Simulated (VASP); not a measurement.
Input of a VASP 6.6.1 run:

Contents of INCAR:

```
PREC = Accurate
ENCUT = 520
EDIFF = 1E-6
ISMEAR = 0
SIGMA = 0.1
LREAL = False
LASPH = True
NELM = 80
ALGO = Fast
ISIF = 2
LWAVE = False
LCHARG = False
GGA = PE
NBANDS = 20
```

Contents of KPOINTS:

```
regular mesh
0
Gamma
  16 16 12
```

The input POSCAR:

```
V
1.0
    1.9464439210      1.9464439210      0.0000000000
   -1.9464439210      1.9464439210      0.0000000000
    0.0000000000      0.0000000000      3.8928878419
V
2
Direct
    0.0000000000      0.0000000000      0.0000000000
    0.5000000000      0.5000000000      0.5000000000
```

Potentials or basis: VASP PAW PBE potentials, release 64 (V_sv).

Run with:

```sh
$ cat potpaw_PBE.64/V_sv/POTCAR > POTCAR
$ mpirun -np 1 vasp_std > vasp.out
```

Question: What does it give for the pressure?

Answer: -9.1 GPa.

Question: Predict the band gap on the k mesh.

Answer: Zero (band 13 reaches 11.72 eV, above the bottom of band 14 at 7.96 eV).

Caveat: the cell differs from its parent crystal (equal strain along all axes, cell held: +2.0 %).
